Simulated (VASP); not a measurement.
# Fe (P6_3/mmc) in VASP: a series of runs

Fe is run at these levels: PBE; tasks: single point.

Everything below comes from runs of VASP 6.6.1. Logs are shortened: lines on timing, memory, paths and dates and some standing lists are left out, and cuts for length are marked.

## 1. The cell of the first run

Symmetry: P6_3/mmc, No. 194, hexagonal system. Conventional cell: a = 2.451 Å, b = 2.451 Å, c = 7.889 Å, α = 90.00°, β = 90.00°, γ = 120.00°. Within 3.2 Å of Fe (site symmetry -3m) lie 12 Fe at 2.43 to 2.45 Å. Fe (site symmetry -6m2) has 12 Fe at 2.43 to 2.45 Å within 3.2 Å.

## 2. Single point, PBE

INCAR

```
PREC = Accurate
ENCUT = 520
EDIFF = 1E-6
ISMEAR = -1
SIGMA = 0.1
LREAL = F
LASPH = T
NELM = 80
ALGO = Normal
ISIF = 2
LWAVE = F
LCHARG = T
GGA = PE
LELF = T
LVHAR = T
NBANDS = 24
```

KPOINTS

```
Automatic mesh
0
Gamma
  14 14 4
```

POSCAR

```
Fe
1.0
    2.4510253733      0.0000000000      0.0000000000
   -1.2255126867      2.1226502386      0.0000000000
    0.0000000000      0.0000000000      7.8893909116
Fe
4
Direct
    1.0000000000      1.0000000000      0.0000000000
    0.0000000000      0.0000000000      0.5000000000
    0.3333333333      0.6666666667      0.2500000000
    0.6666666667      0.3333333333      0.7500000000
```

Potentials or basis: VASP PAW PBE potentials, release 64 (Fe).

The run is started by

```console
$ cat potpaw_PBE.64/Fe/POTCAR > POTCAR
$ mpirun -np 1 vasp_std > vasp.out
```

OUTCAR:

```text
PREC = Accurate
   ENCUT = 520
   EDIFF = 1E-6
   ISMEAR = -1
   LREAL = F
   LASPH = T
   NELM = 80
   ISIF = 2
   GGA = PE

 ion  position               nearest neighbor table
   1  0.000  0.000  0.000-   3 2.43   4 2.43   4 2.43   3 2.43   4 2.43   3 2.43
   2  0.000  0.000  0.500-   3 2.43   4 2.43   4 2.43   3 2.43   4 2.43   3 2.43
   3  0.333  0.667  0.250-   1 2.43   2 2.43   1 2.43   2 2.43   1 2.43   2 2.43
   4  0.667  0.333  0.750-   1 2.43   2 2.43   1 2.43   2 2.43   1 2.43   2 2.43

  LATTYP: Found a hexagonal cell.
 ALAT       =     2.4510253733
 C/A-ratio  =     3.2188124193

  Lattice vectors:

 A1 = (   2.4510253733,   0.0000000000,   0.0000000000)
 A2 = (  -1.2255126867,   2.1226502386,   0.0000000000)
 A3 = (   0.0000000000,   0.0000000000,   7.8893909116)

Analysis of symmetry for initial positions (statically):
=====================================================================
 Subroutine PRICEL returns:
 Original cell was already a primitive cell.

 Routine SETGRP: Setting up the symmetry group for a
 hexagonal supercell.

 Subroutine GETGRP returns: Found 24 space group operations
 (whereof 12 operations were pure point group operations)
 out of a pool of 24 trial point group operations.

The static configuration has the point symmetry D_3d.
 The point group associated with its full space group is D_6h.

Analysis of symmetry for dynamics (positions and initial velocities):
=====================================================================
 Subroutine PRICEL returns:
 Original cell was already a primitive cell.

 Routine SETGRP: Setting up the symmetry group for a
 hexagonal supercell.

 Subroutine GETGRP returns: Found 24 space group operations
 (whereof 12 operations were pure point group operations)
 out of a pool of 24 trial point group operations.

The dynamic configuration has the point symmetry D_3d.
 The point group associated with its full space group is D_6h.

 Subroutine INISYM returns: Found 24 space group operations
 (whereof 12 operations are pure point group operations),
 and found     1 'primitive' translations

----------------------------------------------------------------------------------------

                                     Primitive cell

  volume of cell :      41.0459

  direct lattice vectors                    reciprocal lattice vectors
     2.451025373  0.000000000  0.000000000     0.407992512  0.235554587  0.000000000
    -1.225512687  2.122650239  0.000000000     0.000000000  0.471109174  0.000000000
     0.000000000  0.000000000  7.889390912     0.000000000  0.000000000  0.126752497

  length of vectors
     2.451025373  2.451025373  7.889390912     0.471109174  0.471109174  0.126752497

  position of ions in fractional coordinates (direct lattice)
     0.000000000  0.000000000  0.000000000
     0.000000000  0.000000000  0.500000000
     0.333333333  0.666666667  0.250000000
     0.666666667  0.333333333  0.750000000

  ion indices of the primitive-cell ions
   primitive index   ion index
                 1           1
                 2           2
                 3           3
                 4           4

----------------------------------------------------------------------------------------

 KPOINTS: Automatic mesh

Automatic generation of k-mesh.
 Grid dimensions read from file:
 generate k-points for:   14   14    4

 Generating k-lattice:

  Cartesian coordinates                     Fractional coordinates (reciprocal lattice)
     0.029142322  0.016825328  0.000000000     0.071428571 -0.000000000  0.000000000
     0.000000000  0.033650655  0.000000000     0.000000000  0.071428571  0.000000000
     0.000000000  0.000000000  0.031688124     0.000000000  0.000000000  0.250000000

  Length of vectors
     0.033650655  0.033650655  0.031688124

  Shift w.r.t. Gamma in fractional coordinates (k-lattice)
     0.000000000  0.000000000  0.000000000

 Subroutine IBZKPT returns following result:
 ===========================================

 Found     72 irreducible k-points:

 Following reciprocal coordinates:
            Coordinates               Weight
  0.000000  0.000000  0.000000      1.000000
  0.071429  0.000000  0.000000      6.000000
  0.142857  0.000000  0.000000      6.000000
  0.214286 -0.000000  0.000000      6.000000
  0.285714  0.000000  0.000000      6.000000
  0.357143  0.000000  0.000000      6.000000
[... 16 lines left out ...]
  0.285714  0.285714  0.000000      6.000000
  0.357143  0.285714  0.000000      6.000000
 [... further k-points ...]
   k-points           NKPTS =     72   k-points in BZ     NKDIM =     72   number of bands    NBANDS=     24
   number of dos      NEDOS =    301   number of ions     NIONS =      4
   total plane-waves  NPLWV =  19440
   dimension x,y,z NGX =    18 NGY =   18 NGZ =   60
   dimension x,y,z NGXF=    36 NGYF=   36 NGZF=  120
   ions per type =               4
   NGX,Y,Z   is equivalent  to a cutoff of  12.21, 12.21, 12.64 a.u.
   NGXF,Y,Z  is equivalent  to a cutoff of  24.42, 24.42, 25.29 a.u.
 SYSTEM =  unknown system
   PREC   = accura    normal or accurate (medium, high low for compatibility)
   ISTART =      0    job   : 0-new  1-cont  2-samecut
   ICHARG =      2    charge: 1-file 2-atom 10-const
   ISPIN  =      1    spin polarized calculation?
   LNONCOLLINEAR =      F non collinear calculations
   LSORBIT =      F    spin-orbit coupling
   LASPH  =      T    aspherical Exc in radial PAW
   ENCUT  =  520.0 eV  38.22 Ry    6.18 a.u.   4.56  4.56 14.67*2*pi/ulx,y,z
   NELM   =     80;   NELMIN=  2; NELMDL= -5     # of ELM steps
   EDIFF  = 0.1E-05   stopping-criterion for ELM
   LREAL  =      F    real-space projection
   EDIFFG = 0.1E-04   stopping-criterion for IOM
   NSW    =      0    number of steps for IOM
   IBRION =     -1    ionic relax: 0-MD 1-quasi-New 2-CG
   NFREE  =      0    steps in history (QN), initial steepest desc. (CG)
   ISIF   =      2    stress and relaxation
   ISYM   =      2    0-nonsym 1-usesym 2-fastsym
   POTIM  = 0.5000    time-step for ionic-motion
   TEBEG  =    0.0;   TEEND  =   0.0 temperature during run
   PSTRESS=    0.0 pullay stress
   NELECT =      32.0000    total number of electrons
   NUPDOWN=      -1.0000    fix difference up-down
   EMIN   =  10.00;   EMAX   =-10.00  energy-range for DOS
   EFERMI =   0.00;   METHOD = LEGACY
   ISMEAR =    -1;   SIGMA  =   0.10  broadening in eV -4-tet -1-fermi 0-gaus
   EFERMI_NEDOS =   21; number of points for ismear=-14 and -15
   IALGO  =     38    algorithm
   IMIX   =      4    mixing-type and parameters
     AMIX     =   0.40;   BMIX     =  1.00
     AMIX_MAG =   1.60;   BMIX_MAG =  1.00
  volume/ion in A,a.u.               =      10.26        69.25
  Fermi-wavevector in a.u.,A,eV,Ry     =   1.506728  2.847303 30.888353  2.270230
  Thomas-Fermi vector in A             =   2.617408
   LORBIT       =      0    0 simple, 1 ext, 2 COOP (PROOUT), +10 PAW based schemes
   GGA     = PE    functional components
   LHFCALC =     F    Hartree Fock is set to
   AEXX    =    0.0000 exact exchange contribution
   IVDW    =     0    specifies the selected vdW correction
   LEPSILON=     F    determine dielectric tensor
   LRPA    =     F    only Hartree local field effects (RPA)
 non-spin polarized calculation
  energy-cutoff  :      520.00
  volume of cell :       41.05
 maximum number of plane-waves:      1128
   NGX =  9   NGY =  9   NGZ = 29

 number of electron      32.0000033 magnetization

 Free energy of the ion-electron system (eV)
  ---------------------------------------------------
  ext. energy  EPLUGINS =         0.00000000
  ---------------------------------------------------
  free energy    TOTEN  =       -32.50507900 eV

  energy without entropy =      -32.27776841  energy(sigma->0) =      -32.39142370

 E-fermi :   6.8127     XC(G=0): -13.7508

 val. band max:        6.8118238597   @ k =   0.5000   0.0000   0.2500
 cond. band min:       6.8227649420   @ k =   0.1429   0.0714   0.2500
 fundamental gap:      0.0109410822
 Fermi energy:         6.8127171124

 k-point     1 :       0.0000    0.0000    0.0000
  band No.  band energies     occupation
      1      -2.0467      2.00000
      2       0.3256      2.00000
      3       0.3326      2.00000
      4       1.9519      2.00000
      5       4.7000      2.00000
      6       4.7058      2.00000
[... 16 lines left out ...]
     23       7.6984      0.00028
     24       7.6984      0.00028

 k-point     2 :       0.0714    0.0000    0.0000
  band No.  band energies     occupation
      1      -1.8558      2.00000
      2       0.4880      2.00000
      3       0.4941      2.00000
      4       2.0837      2.00000
      5       4.5359      2.00000
      6       4.6235      2.00000
[... 16 lines left out ...]
     23       7.7124      0.00025
     24       8.7340      0.00000

 k-point     3 :       0.1429    0.0000    0.0000
  band No.  band energies     occupation
      1      -1.3003      2.00000
      2       0.9366      2.00000
      3       0.9401      2.00000
      4       2.4361      2.00000
      5       4.2252      2.00000
      6       4.4242      2.00000
[... 16 lines left out ...]
     23       7.7503      0.00017
     24      10.1619      0.00000

 k-point     4 :       0.2143   -0.0000    0.0000
  band No.  band energies     occupation
      1      -0.4385      2.00000
      2       1.5253      2.00000
      3       1.5270      2.00000
      4       2.8481      2.00000
      5       3.9619      2.00000
      6       4.0908      2.00000
[... 16 lines left out ...]
     23       7.7997      0.00010
     24      11.7255      0.00000

 k-point     5 :       0.2857    0.0000    0.0000
  band No.  band energies     occupation
      1       0.6021      2.00000
      2       1.9613      2.00000
      3       1.9662      2.00000
      4       2.9973      2.00000
      5       3.6966      2.00000
      6       3.8508      2.00000
[... 451 lines left out ...]
 k-point    22 :       0.3571    0.2143    0.0000
  band No.  band energies     occupation
      1       2.5948      2.00000
      2       2.7049      2.00000
      3       3.0735      2.00000
      4       3.4062      2.00000
      5       3.4311      2.00000
      6       3.5622      2.00000
[... 16 lines left out ...]
     23      11.9892      0.00000
     24      13.2504      0.00000

 k-point    23 :       0.2857    0.2857    0.0000
  band No.  band energies     occupation
      1       3.0102      2.00000
      2       3.0506      2.00000
      3       3.0586      2.00000
      4       3.2546      2.00000
      5       3.4111      2.00000
      6       3.5143      2.00000
[... 16 lines left out ...]
     23      12.4140      0.00000
     24      14.8108      0.00000

 k-point    24 :       0.3571    0.2857    0.0000
  band No.  band energies     occupation
      1       2.9902      2.00000
      2       3.1800      2.00000
      3       3.3156      2.00000
      4       3.3663      2.00000
      5       3.5237      2.00000
      6       3.6035      2.00000
[... 16 lines left out ...]
     23      13.6156      0.00000
     24      13.6830      0.00000

 [... further k-points ...]
[... 5 lines left out ...]
  --------------------------------------------------------------------------------------
  -------------------------------------------------------------------------------------
  Total       -0.1662914     -0.1662914     -0.1769263      0.0000000      0.0000000      0.0000000
  in kB       -6.4909874     -6.4909874     -6.9061077      0.0000000      0.0000000      0.0000000
  external PRESSURE =      -6.6293608 kB  Pullay stress =       0.0000000 kB

 VOLUME and BASIS-vectors are now :
 -----------------------------------------------------------------------------
  energy-cutoff  :      520.00
  volume of cell :       41.05
      direct lattice vectors                 reciprocal lattice vectors
     2.451025373  0.000000000  0.000000000     0.407992512  0.235554587  0.000000000
    -1.225512687  2.122650239  0.000000000     0.000000000  0.471109174  0.000000000
     0.000000000  0.000000000  7.889390912     0.000000000  0.000000000  0.126752497

 POSITION                                       TOTAL-FORCE (eV/Angst)
 -----------------------------------------------------------------------------------
      0.00000      0.00000      0.00000         0.000000      0.000000      0.000000
      0.00000      0.00000      3.94470        -0.000000      0.000000      0.000000
     -0.00000      1.41510      1.97235         0.000000     -0.000000     -0.000000
      1.22551      0.70755      5.91704        -0.000000      0.000000      0.000000
 -----------------------------------------------------------------------------------
    total drift:                                0.000000     -0.000000      0.000000

  FREE ENERGIE OF THE ION-ELECTRON SYSTEM (eV)
  ---------------------------------------------------
  free  energy   TOTEN  =       -32.5050789956 eV

  energy  without entropy=      -32.2777684142  energy(sigma->0) =      -32.39142370
```

Run time: 34 s. Hardware: 1 thread of Intel Xeon 6975P-C (Granite Rapids), shared host; peak memory 0.18 GiB.

What came out:

* Free energy: -32.5051 eV
* Pressure: -0.7 GPa
* Band gap on the k mesh: zero (band 16 reaches 7.72 eV, above the bottom of band 17 at 6.07 eV)

Caveat: the run has no spin polarisation, though such a crystal can be magnetic.

## 3. Single point, PBE (volume scaled by 0.88)

INCAR

```
SYSTEM = Fe
PREC = Accurate
ENCUT = 520
EDIFF = 1E-6
ISMEAR = -1
SIGMA = 0.1
LREAL = .False.
LASPH = .True.
NELM = 80
ALGO = Normal
ISIF = 2
LWAVE = .False.
LCHARG = .False.
GGA = PE
NBANDS = 24
```

KPOINTS

```
Automatic mesh
0
Gamma
  17 17 5
  0 0 0
```

POSCAR

```
Fe
1.0
    2.3487783288      0.0000000000      0.0000000000
   -1.1743891644      2.0341017006      0.0000000000
    0.0000000000      0.0000000000      7.5602768548
Fe
4
Direct
    1.0000000000      1.0000000000      0.0000000000
    0.0000000000      0.0000000000      0.5000000000
    0.3333333333      0.6666666667      0.2500000000
    0.6666666667      0.3333333333      0.7500000000
```

Potentials or basis: VASP PAW PBE potentials, release 64 (Fe).

The run is started by

```console
$ cat potpaw_PBE.64/Fe/POTCAR > POTCAR
$ mpirun -np 1 vasp_std > vasp.out
```

Run time: 43 s. Hardware: 1 thread of Intel Xeon 6975P-C (Granite Rapids), shared host; peak memory 0.19 GiB.

It converged, with:

| Quantity | Value |
| --- | --- |
| Free energy | -31.8676 eV |
| Pressure | 47.6 GPa |
| Band gap on the k mesh | zero (band 16 reaches 9.46 eV, above the bottom of band 17 at 7.40 eV) |

Stress tensor (GPa, compression positive):
```
47.40  0.00  0.00
 0.00 47.40  0.00
 0.00  0.00 48.06
```

Levels at points of the mesh, in eV from the Fermi level:
| k point | band 14 | band 15 | band 16 | band 17 | band 18 | band 19 |
| --- | --- | --- | --- | --- | --- | --- |
| (0.00, 0.00, 0.00) | -1.58 | -1.58 | -0.56 | -0.56 | -0.02 | -0.02 |

Caveat: the run has no spin polarisation, though such a crystal can be magnetic.

## 4. Single point, PBE (volume scaled by 0.92)

INCAR

```
PREC = Accurate
ENCUT = 520
EDIFF = 1E-7
ISMEAR = -1
SIGMA = 0.1
LREAL = False
LASPH = True
NELM = 100
ALGO = Normal
ISIF = 2
LWAVE = False
LCHARG = False
GGA = PE
NBANDS = 24
```

KPOINTS

```
Automatic mesh
0
Gamma
  17 17 5
```

POSCAR

```
Fe
1.0
    2.3838398909      0.0000000000      0.0000000000
   -1.1919199455      2.0644659040      0.0000000000
    0.0000000000      0.0000000000      7.6731334463
Fe
4
Direct
    1.0000000000      1.0000000000      0.0000000000
    0.0000000000      0.0000000000      0.5000000000
    0.3333333333      0.6666666667      0.2500000000
    0.6666666667      0.3333333333      0.7500000000
```

The run is started by

```console
$ cat potpaw_PBE.64/Fe/POTCAR > POTCAR
$ mpirun -np 1 vasp_std > vasp.out
```

Wall time 53 s (1 thread of Intel Xeon 6975P-C (Granite Rapids), shared host); peak memory 0.19 GiB.

The run converged. Its results:

```yaml
Free_energy: -32.2498 eV
Pressure: 27.8 GPa
Band_gap_on_the_k_mesh: zero (band 16 reaches 8.83 eV, above the bottom of band 17 at 6.90 eV)
```

Stress tensor (GPa, compression positive):
```
27.65  0.00  0.00
 0.00 27.65  0.00
 0.00  0.00 27.99
```

Levels at points of the mesh, in eV from the Fermi level:
| k point | band 13 | band 14 | band 15 | band 16 | band 17 | band 18 | band 19 | band 20 |
| --- | --- | --- | --- | --- | --- | --- | --- | --- |
| (0.00, 0.00, 0.00) | -1.56 | -1.48 | -1.48 | -0.52 | -0.52 | -0.02 | -0.02 | 0.35 |

Caveat: the run has no spin polarisation, though such a crystal can be magnetic.

## 5. Single point, PBE (volume scaled by 0.96)

INCAR

```
SYSTEM = Fe
PREC = Accurate ; ENCUT = 520
EDIFF = 1E-6 ; ISMEAR = -1
SIGMA = 0.1 ; LREAL = .FALSE.
LASPH = .TRUE. ; NELM = 100
ALGO = Normal ; ISIF = 2
LWAVE = .FALSE. ; LCHARG = .TRUE.
GGA = PE ; LELF = .TRUE.
LVHAR = .TRUE. ; NBANDS = 24
```

KPOINTS

```
Automatic mesh
0
G
  17 17 5
  0 0 0
```

POSCAR

```
Fe
1.0
    2.4178993481      0.0000000000      0.0000000000
   -1.2089496741      2.0939622592      0.0000000000
    0.0000000000      0.0000000000      7.7827644502
Fe
4
Direct
    1.0000000000      1.0000000000      0.0000000000
    0.0000000000      0.0000000000      0.5000000000
    0.3333333333      0.6666666667      0.2500000000
    0.6666666667      0.3333333333      0.7500000000
```

The run is started by

```console
$ cat potpaw_PBE.64/Fe/POTCAR > POTCAR
$ mpirun -np 1 vasp_std > vasp.out
```

Wall time 49 s (1 thread of Intel Xeon 6975P-C (Granite Rapids), shared host); peak memory 0.2 GiB.

The run converged. Its results:

- Free energy: -32.4501 eV
- Pressure: 12.0 GPa
- Band gap on the k mesh: zero (band 16 reaches 8.25 eV, above the bottom of band 17 at 6.44 eV)

Stress tensor (GPa, compression positive):
```
11.94  0.00  0.00
 0.00 11.94  0.00
 0.00  0.00 12.04
```

Levels at points of the mesh, in eV from the Fermi level:
| k point | band 14 | band 15 | band 16 | band 17 | band 18 | band 19 |
| --- | --- | --- | --- | --- | --- | --- |
| (0.00, 0.00, 0.00) | -1.39 | -1.39 | -0.49 | -0.49 | -0.02 | -0.02 |

Caveat: the run has no spin polarisation, though such a crystal can be magnetic.

## 6. Summary

| cell | k mesh | gap on the mesh (eV) | pressure (GPa) |
| --- | --- | --- | --- |
| a = 2.451, b = 2.451, c = 7.889 Å, angles 90.0, 90.0, 120.0°, 4 atoms | 14 × 14 × 4 | none | -0.7 |
| a = 2.349, b = 2.349, c = 7.560 Å, angles 90.0, 90.0, 120.0°, 4 atoms | 17 × 17 × 5 | none | 47.6 |
| a = 2.384, b = 2.384, c = 7.673 Å, angles 90.0, 90.0, 120.0°, 4 atoms | 17 × 17 × 5 | none | 27.8 |
| a = 2.418, b = 2.418, c = 7.783 Å, angles 90.0, 90.0, 120.0°, 4 atoms | 17 × 17 × 5 | none | 12.0 |

Alike in all rows: task single point; level PBE; potentials or basis VASP PAW PBE potentials, release 64 (Fe); no spin polarisation; cutoff (eV) 520; smearing fermi-dirac 0.1 eV.

Caveats: the run has no spin polarisation, though such a crystal can be magnetic.

Total energies depend on the potentials used, so only differences within one code and one set of settings carry meaning.
